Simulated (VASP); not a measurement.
# Ga16N16O (a cell with a defect) in VASP: a series of runs

The runs below take Ga16N16O (a cell with a defect) through single point, with PBE.

All numbers are computed with VASP 6.6.1; they aren't measurements. Logs are shortened: lines on timing, memory, paths and dates and some standing lists are left out, and cuts for length are marked.

### 1 The cell of the first run

The cell holds a defect, 33 atoms: a = 6.437 Å, b = 6.437 Å, c = 10.487 Å, α = 90.00°, β = 90.00°, γ = 120.00°.

### 2 Single point, PBE

INCAR

```
  ALGO = Normal
  EDIFF = 1E-7
  ENCUT = 520
  GGA = PE
  ISIF = 2
  ISMEAR = -1
  LASPH = True
  LCHARG = False
  LREAL = Auto
  LWAVE = False
  NBANDS = 169
  NELECT = 296.0
  NELM = 100
  PREC = Accurate
  SIGMA = 0.01
```

KPOINTS

```
Automatic mesh
0
Gamma
  1 1 1
  0.25 0.25 0.25
```

POSCAR

```
Ga16N16O
1.0
    6.4372426901      0.0000000029      0.0000000000
   -3.2186213475      5.5748156985      0.0000000000
    0.0000000000      0.0000000000     10.4870679900
Ga N O
16 16 1
Direct
    0.3251261446      0.1614271501      0.2445455626
    0.1648922072      0.3327900804      0.5010462483
    0.3397578864      0.1673160530      0.7461311201
    0.1579952735      0.3159899894      1.0033667259
    0.3337050742      0.6665573185      0.2652427523
    0.1648544692      0.8349963708      0.5009854026
    0.3351217944      0.6650582799      0.7568198610
    0.1578191406      0.8424600759      1.0013559649
    0.8377385207      0.1624080953      0.2458499838
    0.6654343779      0.3349059312      0.4935611645
    0.8330505991      0.1673728697      0.7467444571
    0.6667349105      0.3334638255      0.9939319486
    0.8388080422      0.6749643233      0.2444362348
    0.6674299143      0.8355211999      0.5010320907
    0.8326745347      0.6604526497      0.7460879417
    0.6843984715      0.8421070030      1.0034476149
    0.3309320414      0.1662683653      0.4383402902
    0.1772840930      0.3531794384      0.2037567415
    0.3502966357      0.1751326693      0.9263834063
    0.1686567574      0.3326950846      0.6881358421
    0.3327498402      0.6677043017      0.4517750651
    0.1775083482      0.8231923203      0.2011850796
    0.3341483621      0.6665292801      0.9433546060
    0.1680422756      0.8316630255      0.6876532229
    0.8332262994      0.1675298976      0.4393801815
    0.6668811808      0.3333074383      0.1871117436
    0.8256746051      0.1741412134      0.9278100173
    0.6682210853      0.3320876860      0.6784371069
    0.8334790493      0.6693713370      0.4381689012
    0.6470859000      0.8227847976      0.2034670377
    0.8256011342      0.6501113381      0.9263979188
    0.6675452177      0.8320663504      0.6880424474
    0.0007202222     -0.0001129515      0.0745627224
```

Potentials or basis: VASP PAW PBE potentials, release 64 (Ga_d, N, O).

Run with:

```sh
$ cat potpaw_PBE.64/Ga_d/POTCAR potpaw_PBE.64/N/POTCAR potpaw_PBE.64/O/POTCAR > POTCAR
$ mpirun -np 1 vasp_std > vasp.out
```

OUTCAR:

```text
EDIFF = 1E-7
   ENCUT = 520
   GGA = PE
   ISIF = 2
   ISMEAR = -1
   LASPH = True
   LREAL = Auto
   NELECT = 296.0
   NELM = 100
   PREC = Accurate

 ion  position               nearest neighbor table
   1  0.325  0.161  0.245-  22 1.94  18 1.95  26 2.00  17 2.03
   2  0.165  0.333  0.501-  21 1.94  25 1.96  20 1.96  17 1.97
   3  0.340  0.167  0.746-  19 1.89  28 1.96  24 1.97  20 1.97
   4  0.158  0.316  0.003-  33 1.91  27 2.02  19 2.03  23 2.05  18 2.11
   5  0.334  0.667  0.265-  18 1.86  30 1.86  22 1.87  21 1.96
   6  0.165  0.835  0.501-  21 1.94  24 1.96  17 1.96  29 1.96
   7  0.335  0.665  0.757-  23 1.96  20 1.99  32 1.99  24 2.00
   8  0.158  0.842  0.001-  33 1.91  31 2.02  19 2.02  23 2.06  22 2.11
   9  0.838  0.162  0.246-  18 1.95  30 1.95  26 2.00  25 2.03
  10  0.665  0.335  0.494-  28 1.94  17 1.95  25 1.95  29 1.95
  11  0.833  0.167  0.747-  27 1.90  32 1.97  20 1.97  28 1.97
  12  0.667  0.333  0.994-  19 1.90  31 1.90  27 1.90  26 2.03
  13  0.839  0.675  0.244-  30 1.95  22 1.95  26 2.00  29 2.03
  14  0.667  0.836  0.501-  21 1.94  25 1.96  32 1.96  29 1.97
  15  0.833  0.660  0.746-  31 1.89  28 1.96  24 1.97  32 1.97
  16  0.684  0.842  0.003-  33 1.91  27 2.02  31 2.03  23 2.05  30 2.11
  17  0.331  0.166  0.438-  10 1.95   6 1.96   2 1.97   1 2.03
  18  0.177  0.353  0.204-   5 1.86   1 1.95   9 1.95   4 2.11
  19  0.350  0.175  0.926-   3 1.89  12 1.90   8 2.02   4 2.03
  20  0.169  0.333  0.688-   2 1.96  11 1.97   3 1.97   7 1.99
  21  0.333  0.668  0.452-  14 1.94   2 1.94   6 1.94   5 1.96
  22  0.178  0.823  0.201-   5 1.87   1 1.94  13 1.95   8 2.11
[... 8 lines left out ...]
  31  0.826  0.650  0.926-  15 1.89  12 1.90   8 2.02  16 2.03
  32  0.668  0.832  0.688-  14 1.96  11 1.97  15 1.97   7 1.99
  33  0.001  1.000  0.075-   4 1.91   8 1.91  16 1.91

  LATTYP: Found a hexagonal cell.
 ALAT       =     6.4372426901
 C/A-ratio  =     1.6291242221

  Lattice vectors:

 A1 = (   6.4372426901,   0.0000000029,   0.0000000000)
 A2 = (  -3.2186213475,   5.5748156985,   0.0000000000)
 A3 = (   0.0000000000,   0.0000000000,  10.4870679900)

Analysis of symmetry for initial positions (statically):
=====================================================================
 Subroutine PRICEL returns:
 Original cell was already a primitive cell.

 Routine SETGRP: Setting up the symmetry group for a
 hexagonal supercell.

 Subroutine GETGRP returns: Found  1 space group operations
 (whereof  1 operations were pure point group operations)
 out of a pool of 24 trial point group operations.

The static configuration has the point symmetry C_1 .

Analysis of symmetry for dynamics (positions and initial velocities):
=====================================================================
 Subroutine PRICEL returns:
 Original cell was already a primitive cell.

 Routine SETGRP: Setting up the symmetry group for a
 hexagonal supercell.

 Subroutine GETGRP returns: Found  1 space group operations
 (whereof  1 operations were pure point group operations)
 out of a pool of 24 trial point group operations.

The dynamic configuration has the point symmetry C_1 .

 Subroutine INISYM returns: Found  1 space group operations
 (whereof  1 operations are pure point group operations),
 and found     1 'primitive' translations

----------------------------------------------------------------------------------------

                                     Primitive cell

  volume of cell :     376.3436

  direct lattice vectors                    reciprocal lattice vectors
     6.437242690  0.000000003  0.000000000     0.155346015  0.089689064  0.000000000
    -3.218621348  5.574815699  0.000000000    -0.000000000  0.179378127  0.000000000
     0.000000000  0.000000000 10.487067990     0.000000000  0.000000000  0.095355537

  length of vectors
     6.437242690  6.437242690 10.487067990     0.179378127  0.179378127  0.095355537

  position of ions in fractional coordinates (direct lattice)
     0.325126145  0.161427150  0.244545563
     0.164892207  0.332790080  0.501046248
     0.339757886  0.167316053  0.746131120
     0.157995273  0.315989989  0.003366726
     0.333705074  0.666557318  0.265242752
     0.164854469  0.834996371  0.500985403
[... 25 lines left out ...]
     0.667545218  0.832066350  0.688042447
     0.000720222  0.999887048  0.074562722

  ion indices of the primitive-cell ions
   primitive index   ion index
                 1           1
                 2           2
                 3           3
                 4           4
                 5           5
                 6           6
[... 25 lines left out ...]
                32          32
                33          33

----------------------------------------------------------------------------------------

 KPOINTS: Automatic mesh

Automatic generation of k-mesh.
 Grid dimensions read from file:
 generate k-points for:    1    1    1

 Generating k-lattice:

[... 67 lines left out ...]
   GGA     = PE    functional components
   LHFCALC =     F    Hartree Fock is set to
   AEXX    =    0.0000 exact exchange contribution
   IVDW    =     0    specifies the selected vdW correction
   LEPSILON=     F    determine dielectric tensor
   LRPA    =     F    only Hartree local field effects (RPA)
 non-spin polarized calculation
  energy-cutoff  :      520.00
  volume of cell :      376.34
 maximum number of plane-waves:     10144
   NGX = 23   NGY = 23   NGZ = 39

 number of electron     295.9999971 magnetization

 Free energy of the ion-electron system (eV)
  ---------------------------------------------------
  ext. energy  EPLUGINS =         0.00000000
  ---------------------------------------------------
  free energy    TOTEN  =      -187.68629002 eV

  energy without entropy =     -187.68629002  energy(sigma->0) =     -187.68629002

 E-fermi :   6.3889     XC(G=0): -11.7148

 val. band max:        6.1244532309   @ k =   0.5000  -0.2500   0.2500
 cond. band min:       9.1225347284   @ k =   0.5000  -0.2500   0.2500
 fundamental gap:      2.9980814976
 Fermi energy:         6.3888872297

 k-point     1 :       0.2500    0.2500    0.2500
  band No.  band energies     occupation
      1     -12.1548      2.00000
      2     -10.4547      2.00000
      3     -10.2379      2.00000
      4     -10.1577      2.00000
      5     -10.1110      2.00000
      6     -10.0193      2.00000
[... 152 lines left out ...]
    159      11.1123      0.00000
    160      11.2604      0.00000

 k-point     2 :      -0.2500    0.5000    0.2500
  band No.  band energies     occupation
      1     -12.1548      2.00000
      2     -10.4562      2.00000
      3     -10.2353      2.00000
      4     -10.1623      2.00000
      5     -10.1073      2.00000
      6     -10.0216      2.00000
[... 152 lines left out ...]
    159      11.0913      0.00000
    160      11.2603      0.00000

 k-point     3 :       0.5000    0.2500    0.2500
  band No.  band energies     occupation
      1     -12.1548      2.00000
      2     -10.4561      2.00000
      3     -10.2357      2.00000
      4     -10.1616      2.00000
      5     -10.1078      2.00000
      6     -10.0215      2.00000
[... 152 lines left out ...]
    159      11.0933      0.00000
    160      11.2608      0.00000

 k-point     4 :      -0.2500   -0.2500    0.2500
  band No.  band energies     occupation
      1     -12.1548      2.00000
      2     -10.4547      2.00000
      3     -10.2380      2.00000
      4     -10.1576      2.00000
      5     -10.1112      2.00000
      6     -10.0193      2.00000
[... 152 lines left out ...]
    159      11.1138      0.00000
    160      11.2579      0.00000

 k-point     5 :       0.2500    0.5000    0.2500
  band No.  band energies     occupation
      1     -12.1548      2.00000
      2     -10.4561      2.00000
      3     -10.2352      2.00000
      4     -10.1637      2.00000
      5     -10.1060      2.00000
      6     -10.0215      2.00000
[... 152 lines left out ...]
    159      11.0984      0.00000
    160      11.2551      0.00000

 k-point     6 :       0.5000   -0.2500    0.2500
  band No.  band energies     occupation
      1     -12.1548      2.00000
      2     -10.4559      2.00000
      3     -10.2356      2.00000
      4     -10.1633      2.00000
      5     -10.1064      2.00000
      6     -10.0214      2.00000
[... 152 lines left out ...]
    159      11.0975      0.00000
    160      11.2555      0.00000
 [bands above 160 left out]

------------------------ aborting loop because EDIFF is reached ----------------------------------------

  FORCE on cell =-STRESS in cart. coord.  units (eV):
  Direction    XX          YY          ZZ          XY          YZ          ZX
  --------------------------------------------------------------------------------------
  -------------------------------------------------------------------------------------
  Total       28.1160211     28.0198703     39.3623084     -0.0574078     -0.0537002      0.1331987
  in kB      119.6960895    119.2867545    167.5740098     -0.2443976     -0.2286138      0.5670562
  external PRESSURE =     135.5189513 kB  Pullay stress =       0.0000000 kB

 VOLUME and BASIS-vectors are now :
 -----------------------------------------------------------------------------
  energy-cutoff  :      520.00
  volume of cell :      376.34
      direct lattice vectors                 reciprocal lattice vectors
     6.437242690  0.000000003  0.000000000     0.155346015  0.089689064  0.000000000
    -3.218621348  5.574815699  0.000000000    -0.000000000  0.179378127  0.000000000
     0.000000000  0.000000000 10.487067990     0.000000000  0.000000000  0.095355537

 POSITION                                       TOTAL-FORCE (eV/Angst)
 -----------------------------------------------------------------------------------
      1.57334      0.89993      2.56457        -0.027008      0.039157      0.015783
     -0.00967      1.85524      5.25451         0.074587     -0.014977      0.009999
      1.64858      0.93276      7.82473        -0.054048      0.035796     -0.008248
      0.00000      1.76159      0.03531         0.030838      0.010463     -0.034402
      0.00274      3.71593      2.78162        -0.051462      0.041112     -0.011546
     -1.62633      4.65495      5.25387         0.051733     -0.028381     -0.016247
[... 25 lines left out ...]
      1.61904      4.63862      7.21555         0.009857     -0.005273     -0.028527
     -3.21362      5.57419      0.78194        -0.016644      0.007442      0.052103
 -----------------------------------------------------------------------------------
    total drift:                                0.000493     -0.001685      0.000618

  FREE ENERGIE OF THE ION-ELECTRON SYSTEM (eV)
  ---------------------------------------------------
  free  energy   TOTEN  =      -187.6862900157 eV

  energy  without entropy=     -187.6862900157  energy(sigma->0) =     -187.68629002
```

It took 25 min on 1 thread of Intel Xeon Platinum 8488C (Sapphire Rapids), shared host; peak memory 0.58 GiB.

What came out:

```yaml
Free_energy: -187.6863 eV
Largest_force: 0.217 eV/Å
```

Forces on the atoms (eV/Å):
```
Ga  -0.027  0.039  0.016
Ga   0.075 -0.015  0.010
Ga  -0.054  0.036 -0.008
Ga   0.031  0.010 -0.034
Ga  -0.051  0.041 -0.012
Ga   0.052 -0.028 -0.016
Ga  -0.040  0.029  0.002
Ga   0.076 -0.025  0.051
Ga  -0.009  0.003 -0.054
Ga   0.047 -0.031  0.008
Ga  -0.057  0.036  0.064
Ga   0.061 -0.030 -0.019
Ga  -0.036  0.016  0.016
Ga   0.048 -0.032  0.008
Ga  -0.069  0.034  0.002
Ga   0.005 -0.025 -0.043
N    0.000  0.029  0.031
N   -0.040 -0.033 -0.072
N   -0.023 -0.012  0.054
N   -0.026 -0.007 -0.043
N   -0.010 -0.009 -0.009
N    0.112 -0.092  0.161
N   -0.013 -0.010 -0.007
N    0.013  0.013  0.046
N    0.009 -0.029 -0.072
N    0.032 -0.018  0.017
N   -0.087  0.066 -0.162
N    0.003 -0.005 -0.015
N    0.012 -0.020  0.045
N   -0.004  0.055 -0.042
N   -0.020  0.011  0.054
N    0.010 -0.005 -0.029
O   -0.017  0.007  0.052
```

Levels at points of the mesh, in eV from the Fermi level:
| k point | band 146 | band 147 | band 148 | band 149 | band 150 | band 151 |
| --- | --- | --- | --- | --- | --- | --- |
| (0.25, 0.25, 0.25) | -0.81 | -0.65 | -0.28 | 2.74 | 3.46 | 3.56 |

Caveat: the k points lie up to 0.56 Å⁻¹ apart; the cell carries a net charge on a neutralising background, which shifts energy and pressure; the cell is charged against a uniform background, so pressure and absolute levels hang on convention.

### 3 Single point, PBE

INCAR

```
PREC     = Accurate       # precision mode
ENCUT    = 520            # plane-wave cutoff, eV
EDIFF    = 1E-6           # SCF threshold, eV
ISMEAR   = -1             # smearing method
SIGMA    = 0.01           # smearing width, eV
LREAL    = Auto         
LASPH    = T              # aspherical terms in the spheres
NELM     = 60             # most SCF steps
ALGO     = Normal         # electronic algorithm
ISIF     = 2              # what is computed and relaxed
LWAVE    = F              # write WAVECAR
LCHARG   = F              # write CHGCAR
GGA      = PE             # functional
NBANDS   = 169            # bands
NELECT   = 296.0
```

KPOINTS is that of step 2.

POSCAR

```
Ga16N16O
1.0
    6.4372426900      0.0000000000      0.0000000000
   -3.2186213500      5.5748157000      0.0000000000
    0.0000000000      0.0000000000     10.4870679900
Ga N O
16 16 1
Direct
    0.3332955638      0.1642471418      0.2502222406
    0.1677817159      0.3390703491      0.4953235119
    0.3163482280      0.1572515361      0.7525869776
    0.1620725097      0.3247556268      0.9938210747
    0.3354228063      0.6648474121      0.2427145091
    0.1678469987      0.8323176605      0.4959033471
    0.3339507654      0.6660806934      0.7430482021
    0.1628498465      0.8371584674      0.9950113238
    0.8355049212      0.1642025711      0.2501413701
    0.6655234503      0.3344082652      0.5059632646
    0.8429730780      0.1570423762      0.7505924833
    0.6670311025      0.3329508769      1.0144012009
    0.8359958551      0.6667436200      0.2501790029
    0.6608971237      0.8319488711      0.4952595063
    0.8425615482      0.6836333477      0.7526377657
    0.6754480454      0.8381448164      0.9936244160
    0.3331411149      0.1679426084      0.4372340154
    0.1668006875      0.3303449887      0.1874534741
    0.3536612533      0.1767135845      0.9528227303
    0.1756190618      0.3495885254      0.6755440022
    0.3325589069      0.6675068391      0.4275562074
    0.1680218234      0.8325934856      0.1884685472
    0.3338371178      0.6663597715      0.9362927300
    0.1746143287      0.8249559774      0.6769140618
    0.8321528113      0.1673250229      0.4367429060
    0.6681761827      0.3320610718      0.2008457238
    0.8238134069      0.1768793526      0.9502759995
    0.6670065696      0.3333616421      0.6924735843
    0.8325472532      0.6668468386      0.4371207385
    0.6698562435      0.8328216757      0.1872585682
    0.8232141114      0.6463405769      0.9525523900
    0.6505620930      0.8248329064      0.6755114313
    0.0003002148     -0.0001840934     -0.1764223418
```

Potentials or basis: VASP PAW PBE potentials, release 64 (Ga_d, N, O).

Run with:

```sh
$ cat potpaw_PBE.64/Ga_d/POTCAR potpaw_PBE.64/N/POTCAR potpaw_PBE.64/O/POTCAR > POTCAR
$ mpirun -np 1 vasp_std > vasp.out
```

Run time: 22 min. Hardware: 1 thread of Intel Xeon Platinum 8488C (Sapphire Rapids), shared host; peak memory 0.58 GiB.

It converged, with:

```
Free energy   : -187.6863 eV
Largest force : 0.221 eV/Å
```

Forces in eV/Å, atoms in the order of the input:
```
Ga  -0.051  0.057  0.002
Ga   0.059 -0.030 -0.013
Ga   0.010  0.038 -0.049
Ga   0.048 -0.011  0.004
Ga  -0.048  0.022  0.005
Ga   0.055 -0.027  0.059
Ga  -0.056  0.036 -0.014
Ga   0.005 -0.007 -0.059
Ga  -0.051  0.031 -0.021
Ga   0.047 -0.021  0.005
Ga  -0.070  0.059  0.038
Ga   0.065 -0.022 -0.031
Ga  -0.053  0.026  0.001
Ga   0.066 -0.041 -0.005
Ga  -0.023 -0.022 -0.056
Ga   0.036 -0.023  0.008
N    0.007 -0.025 -0.036
N    0.025  0.012  0.040
N   -0.012 -0.053 -0.063
N   -0.001 -0.025  0.058
N   -0.005  0.000 -0.012
N   -0.031 -0.006 -0.065
N   -0.032  0.018  0.011
N    0.102 -0.043 -0.157
N    0.003  0.018  0.054
N   -0.001 -0.012  0.001
N   -0.135  0.050  0.167
N   -0.005 -0.015 -0.004
N   -0.012  0.005 -0.021
N   -0.021  0.002  0.052
N    0.049  0.026 -0.031
N    0.019 -0.010  0.060
O    0.012 -0.005  0.072
```

Levels at points of the mesh, in eV from the Fermi level:
| k point | band 146 | band 147 | band 148 | band 149 | band 150 | band 151 |
| --- | --- | --- | --- | --- | --- | --- |
| (0.25, 0.25, 0.25) | -0.78 | -0.63 | -0.25 | 2.77 | 3.49 | 3.58 |

Caveat: the k points lie up to 0.56 Å⁻¹ apart; the cell carries a net charge on a neutralising background, which shifts energy and pressure; the cell is charged against a uniform background, so pressure and absolute levels hang on convention.
